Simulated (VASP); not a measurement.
# CuO in VASP: a series of runs

CuO is run at these levels: PBE; tasks: single point.

Everything below comes from runs of VASP 6.6.1. Logs are shortened: lines on timing, memory, paths and dates and some standing lists are left out, and cuts for length are marked.

## Step 1: The cell of the first run

The typed cell holds 4 atoms: a = 2.988 Å, b = 2.988 Å, c = 5.166 Å, α = 90.00°, β = 90.00°, γ = 89.99°.

## Step 2: Single point, PBE (11.53 Å³/atom)

INCAR reads:

```
PREC = Accurate
ENCUT = 600
EDIFF = 1E-6
ISMEAR = 0
SIGMA = 0.1
LREAL = False
LASPH = True
NELM = 120
ALGO = Normal
ISIF = 2
LWAVE = False
LCHARG = False
GGA = PE
NBANDS = 25
GGA_COMPAT = False
```

KPOINTS reads:

```
regular mesh
0
Gamma
  14 14 8
```

POSCAR reads:

```
CuO
1.0
    2.1067879387     -2.1128732142      0.1651380724
    2.1067872384      2.1128738898      0.1651383632
   -0.4036948053     -0.0000004213      5.1502263775
Cu O
2 2
Direct
    0.0000000000      0.5000000000      0.0000000000
    0.5000000000      0.0000000000      0.5000000000
    0.5000000000      0.5000000000      0.2500000000
    0.5000000000      0.5000000000      0.7500000000
```

Potentials or basis: VASP PAW PBE potentials, release 64 (Cu, O).

Launch:

```bash
cat potpaw_PBE.64/Cu/POTCAR potpaw_PBE.64/O/POTCAR > POTCAR
mpirun -np 1 vasp_std > vasp.out
```

OUTCAR:

```text
PREC = Accurate
   ENCUT = 600
   EDIFF = 1E-6
   ISMEAR = 0
   LREAL = False
   LASPH = True
   NELM = 120
   ISIF = 2
   GGA = PE

 ion  position               nearest neighbor table
   1  0.000  0.500  0.000-   3 1.97   4 1.97   3 1.97   4 1.97
   2  0.500  0.000  0.500-   4 1.97   3 1.97   3 1.97   4 1.97
   3  0.500  0.500  0.250-   1 1.97   2 1.97   1 1.97   2 1.97
   4  0.500  0.500  0.750-   1 1.97   2 1.97   1 1.97   2 1.97

  LATTYP: Found a base centered orthorhombic cell.
 ALAT       =     4.2257471040
 B/A-ratio  =     1.0001780581
 C/A-ratio  =     1.2225113355

  Lattice vectors:

 A1 = (  -2.1067872384,  -2.1128738898,  -0.1651383632)
 A2 = (   2.1067879387,  -2.1128732142,   0.1651380724)
 A3 = (  -0.4036948053,  -0.0000004213,   5.1502263775)

Analysis of symmetry for initial positions (statically):
=====================================================================
 Subroutine PRICEL returns:
 Original cell was already a primitive cell.

 Routine SETGRP: Setting up the symmetry group for a
 base centered orthorhombic supercell.

 Subroutine GETGRP returns: Found  8 space group operations
 (whereof  4 operations were pure point group operations)
 out of a pool of  8 trial point group operations.

The static configuration has the point symmetry C_2h.
 The point group associated with its full space group is D_2h.

Analysis of symmetry for dynamics (positions and initial velocities):
=====================================================================
 Subroutine PRICEL returns:
 Original cell was already a primitive cell.

 Routine SETGRP: Setting up the symmetry group for a
 base centered orthorhombic supercell.

 Subroutine GETGRP returns: Found  8 space group operations
 (whereof  4 operations were pure point group operations)
 out of a pool of  8 trial point group operations.

The dynamic configuration has the point symmetry C_2h.
 The point group associated with its full space group is D_2h.

 Subroutine INISYM returns: Found  8 space group operations
 (whereof  4 operations are pure point group operations),
 and found     1 'primitive' translations

----------------------------------------------------------------------------------------

                                     Primitive cell

  volume of cell :      46.1329

  direct lattice vectors                    reciprocal lattice vectors
     2.106787939 -2.112873214  0.165138072     0.235878941 -0.236644507  0.018489091
     2.106787238  2.112873890  0.165138363     0.235878862  0.236644583  0.018489123
    -0.403694805 -0.000000421  5.150226378    -0.015126567 -0.000000016  0.192980543
[... 91 lines left out ...]
   NSW    =      0    number of steps for IOM
   IBRION =     -1    ionic relax: 0-MD 1-quasi-New 2-CG
   NFREE  =      0    steps in history (QN), initial steepest desc. (CG)
   ISIF   =      2    stress and relaxation
   ISYM   =      2    0-nonsym 1-usesym 2-fastsym
   POTIM  = 0.5000    time-step for ionic-motion
   TEBEG  =    0.0;   TEEND  =   0.0 temperature during run
   PSTRESS=    0.0 pullay stress
   NELECT =      34.0000    total number of electrons
   NUPDOWN=      -1.0000    fix difference up-down
   EMIN   =  10.00;   EMAX   =-10.00  energy-range for DOS
   EFERMI =   0.00;   METHOD = LEGACY
   ISMEAR =     0;   SIGMA  =   0.10  broadening in eV -4-tet -1-fermi 0-gaus
   EFERMI_NEDOS =   21; number of points for ismear=-14 and -15
   IALGO  =     38    algorithm
   IMIX   =      4    mixing-type and parameters
     AMIX     =   0.40;   BMIX     =  1.00
     AMIX_MAG =   1.60;   BMIX_MAG =  1.00
  volume/ion in A,a.u.               =      11.53        77.83
  Fermi-wavevector in a.u.,A,eV,Ry     =   1.478760  2.794450 29.752265  2.186730
  Thomas-Fermi vector in A             =   2.593001
   LORBIT       =      0    0 simple, 1 ext, 2 COOP (PROOUT), +10 PAW based schemes
   GGA     = PE    functional components
   LHFCALC =     F    Hartree Fock is set to
   AEXX    =    0.0000 exact exchange contribution
   IVDW    =     0    specifies the selected vdW correction
   LEPSILON=     F    determine dielectric tensor
   LRPA    =     F    only Hartree local field effects (RPA)
 non-spin polarized calculation
 Gauss-broadening in eV      SIGMA  =   0.10
  energy-cutoff  :      600.00
  volume of cell :       46.13
 maximum number of plane-waves:      1568
   NGX = 11   NGY = 11   NGZ = 21

 number of electron      34.0000034 magnetization

 Free energy of the ion-electron system (eV)
  ---------------------------------------------------
  ext. energy  EPLUGINS =         0.00000000
  ---------------------------------------------------
  free energy    TOTEN  =       -19.73015188 eV

  energy without entropy =      -19.71738838  energy(sigma->0) =      -19.72377013

 E-fermi :   4.4184     XC(G=0): -11.0912

 val. band max:        4.4146746132   @ k =   0.4286   0.0714   0.1250
 cond. band min:       4.4221791832   @ k =   0.3571   0.0000   0.1250
 fundamental gap:      0.0075045700
 Fermi energy:         4.4184430505

 k-point     1 :       0.0000    0.0000    0.0000
  band No.  band energies     occupation
      1     -15.0730      2.00000
      2     -13.8195      2.00000
      3      -3.3198      2.00000
      4      -0.7877      2.00000
      5      -0.7873      2.00000
      6       0.8820      2.00000
[... 661 lines left out ...]
     24      16.9689      0.00000
     25      18.8513      0.00000

 [... further k-points ...]

------------------------ aborting loop because EDIFF is reached ----------------------------------------

  FORCE on cell =-STRESS in cart. coord.  units (eV):
  Direction    XX          YY          ZZ          XY          YZ          ZX
  --------------------------------------------------------------------------------------
  -------------------------------------------------------------------------------------
  Total       -0.9792972     -0.9788533     -0.8957836      0.0000000     -0.0000000     -0.0065866
  in kB      -34.0106056    -33.9951892    -31.1102116      0.0000000     -0.0000002     -0.2287496
  external PRESSURE =     -33.0386688 kB  Pullay stress =       0.0000000 kB

 VOLUME and BASIS-vectors are now :
 -----------------------------------------------------------------------------
  energy-cutoff  :      600.00
  volume of cell :       46.13
      direct lattice vectors                 reciprocal lattice vectors
     2.106787939 -2.112873214  0.165138072     0.235878941 -0.236644507  0.018489091
     2.106787238  2.112873890  0.165138363     0.235878862  0.236644583  0.018489123
    -0.403694805 -0.000000421  5.150226378    -0.015126567 -0.000000016  0.192980543

 POSITION                                       TOTAL-FORCE (eV/Angst)
 -----------------------------------------------------------------------------------
      1.05339      1.05644      0.08257         0.000000      0.000000      0.000000
      0.85155     -1.05644      2.65768         0.000000      0.000000      0.000000
      2.00586      0.00000      1.45269        -0.000000      0.000000      0.000000
      1.80402      0.00000      4.02781         0.000000     -0.000000     -0.000000
 -----------------------------------------------------------------------------------
    total drift:                                0.000000     -0.000000     -0.000000

  FREE ENERGIE OF THE ION-ELECTRON SYSTEM (eV)
  ---------------------------------------------------
  free  energy   TOTEN  =       -19.7301518834 eV

  energy  without entropy=      -19.7173883833  energy(sigma->0) =      -19.72377013
```

It took 5.3 min on 1 thread of Oxide Virtual Turin-like, shared host; peak memory 0.39 GiB.

Results:

```yaml
Free_energy: -19.7302 eV
Pressure: -3.3 GPa
Band_gap_on_the_k_mesh: zero (bands 17 and 18 overlap by 1.19 eV)
```

Stress tensor (GPa, compression positive):
```
-3.40  0.00 -0.02
 0.00 -3.40  0.00
-0.02  0.00 -3.11
```

Caveat: the cell stands under tension; semilocal functionals often make such compounds metallic where correlation or magnetic order opens a gap, which also shifts bond lengths. With open d or f shells a metallic result of PBE can be an artefact of self-interaction; +U or a hybrid may open a gap.

## Step 3: Single point, PBE (11.87 Å³/atom)

This run uses another cell than the first one, of 11.87 Å³/atom.

INCAR reads:

```
PREC     = Accurate       # precision mode
ENCUT    = 600            # plane-wave cutoff, eV
EDIFF    = 1E-6           # SCF threshold, eV
ISMEAR   = 0              # smearing method
SIGMA    = 0.1            # smearing width, eV
LREAL    = False          # projectors in reciprocal space
LASPH    = True           # aspherical terms in the spheres
NELM     = 120            # most SCF steps
ALGO     = Normal         # electronic algorithm
ISIF     = 2              # what is computed and relaxed
LWAVE    = False          # write WAVECAR
LCHARG   = False          # write CHGCAR
GGA      = PE             # functional
NBANDS   = 25             # bands
GGA_COMPAT= False
```

KPOINTS is that of step 2.

POSCAR reads:

```
CuO
1.0
    2.1338605372     -2.1402384214      0.1672601259
    2.1338598278      2.1402391056      0.1672604205
   -0.4049373853     -0.0000004226      5.1660788690
Cu O
2 2
Direct
    0.0000000000      0.5000000000      0.0000000000
    0.5000000000      0.0000000000      0.5000000000
    0.5000000000      0.5000000000      0.2500000000
    0.5000000000      0.5000000000      0.7500000000
```

Potentials or basis: VASP PAW PBE potentials, release 64 (Cu, O).

Launch:

```bash
cat potpaw_PBE.64/Cu/POTCAR potpaw_PBE.64/O/POTCAR > POTCAR
mpirun -np 1 vasp_std > vasp.out
```

Run time: 5.2 min. Hardware: 1 thread of Oxide Virtual Turin-like, shared host; peak memory 0.4 GiB.

The run converged. Its results:

* Free energy: -19.6902 eV
* Pressure: -6.6 GPa
* Band gap on the k mesh: zero (bands 17 and 18 overlap by 1.19 eV)

Stress tensor (GPa, compression positive):
```
-6.69  0.00 -0.02
 0.00 -6.69  0.00
-0.02  0.00 -6.43
```

Levels at points of the mesh, in eV from the Fermi level:
```csv
k point,band 15,band 16,band 17,band 18,band 19,band 20
"(0.00, 0.00, 0.00)",-2.07,-1.72,0.64,0.64,1.24,5.99
"(0.50, 0.00, 0.00)",-1.48,-1.40,0.19,0.46,3.95,5.59
"(0.50, 0.50, 0.00)",-1.59,-1.16,-1.16,1.02,2.29,7.24
"(0.00, 0.00, 0.50)",-1.47,-1.47,0.12,0.12,3.29,3.29
"(0.50, 0.00, 0.50)",-1.90,-1.73,-0.24,0.63,4.40,5.65
"(0.50, 0.50, 0.50)",-1.37,-1.37,-0.56,-0.56,4.09,4.09
```

Caveat: the cell stands under tension; semilocal functionals often make such compounds metallic where correlation or magnetic order opens a gap, which also shifts bond lengths. With open d or f shells a metallic result of PBE can be an artefact of self-interaction; +U or a hybrid may open a gap.

## Step 4: Single point, PBE (12.21 Å³/atom)

This run uses another cell than the first one, of 12.21 Å³/atom.

INCAR reads:

```
SYSTEM = CuO
PREC = Accurate
ENCUT = 600
EDIFF = 1E-6
ISMEAR = 0
SIGMA = 0.1
LREAL = .False.
LASPH = .True.
NELM = 120
ALGO = Normal
ISIF = 2
LWAVE = .False.
LCHARG = .False.
GGA = PE
NBANDS = 25
GGA_COMPAT = .False.
```

KPOINTS reads:

```
regular mesh
0
Gamma
  14 14 8
  0 0 0
```

POSCAR reads:

```
CuO
1.0
    2.1599992955     -2.1665586031      0.1693089815
    2.1599985774      2.1665592957      0.1693092797
   -0.4063615843     -0.0000004241      5.1842484039
Cu O
2 2
Direct
    0.0000000000      0.5000000000      0.0000000000
    0.5000000000      0.0000000000      0.5000000000
    0.5000000000      0.5000000000      0.2500000000
    0.5000000000      0.5000000000      0.7500000000
```

Launch:

```bash
cat potpaw_PBE.64/Cu/POTCAR potpaw_PBE.64/O/POTCAR > POTCAR
mpirun -np 1 vasp_std > vasp.out
```

Wall time 4.8 min (1 thread of Oxide Virtual Turin-like, shared host); peak memory 0.41 GiB.

Results (log left out):

- Free energy: -19.6248 eV
- Pressure: -9.4 GPa
- Band gap on the k mesh: zero (bands 17 and 18 overlap by 1.20 eV)

Stress tensor (GPa, compression positive):
```
-9.50  0.00 -0.02
 0.00 -9.50  0.00
-0.02  0.00 -9.29
```

Levels at points of the mesh, in eV from the Fermi level:
| k point | band 15 | band 16 | band 17 | band 18 | band 19 | band 20 |
| --- | --- | --- | --- | --- | --- | --- |
| (0.00, 0.00, 0.00) | -1.92 | -1.65 | 0.63 | 0.63 | 1.17 | 5.95 |
| (0.50, 0.00, 0.00) | -1.44 | -1.36 | 0.19 | 0.46 | 4.04 | 5.48 |
| (0.50, 0.50, 0.00) | -1.57 | -1.14 | -1.14 | 0.99 | 2.35 | 7.25 |
| (0.00, 0.00, 0.50) | -1.43 | -1.43 | 0.13 | 0.13 | 3.22 | 3.22 |
| (0.50, 0.00, 0.50) | -1.84 | -1.69 | -0.26 | 0.62 | 4.43 | 5.56 |
| (0.50, 0.50, 0.50) | -1.33 | -1.33 | -0.57 | -0.57 | 4.13 | 4.13 |

Caveat: the cell stands under tension; semilocal functionals often make such compounds metallic where correlation or magnetic order opens a gap, which also shifts bond lengths. With open d or f shells a metallic result of PBE can be an artefact of self-interaction; +U or a hybrid may open a gap.

## Step 5: Summary

```csv
cell,gap on the mesh (eV),pressure (GPa)
"a = 2.988, b = 2.988, c = 5.166 Å, 4 atoms",none,-3.3
"a = 3.027, b = 3.027, c = 5.182 Å, 4 atoms",none,-6.6
"a = 3.064, b = 3.064, c = 5.200 Å, 4 atoms",none,-9.4
```

Alike in all rows: task single point; level PBE; potentials or basis VASP PAW PBE potentials, release 64 (Cu, O); no spin polarisation; k mesh 14 × 14 × 8; cutoff (eV) 600; smearing gaussian 0.1 eV.

Caveats: the cell stands under tension; semilocal functionals often make such compounds metallic where correlation or magnetic order opens a gap, which also shifts bond lengths.

Total energies depend on the potentials used, so only differences within one code and one set of settings carry meaning.
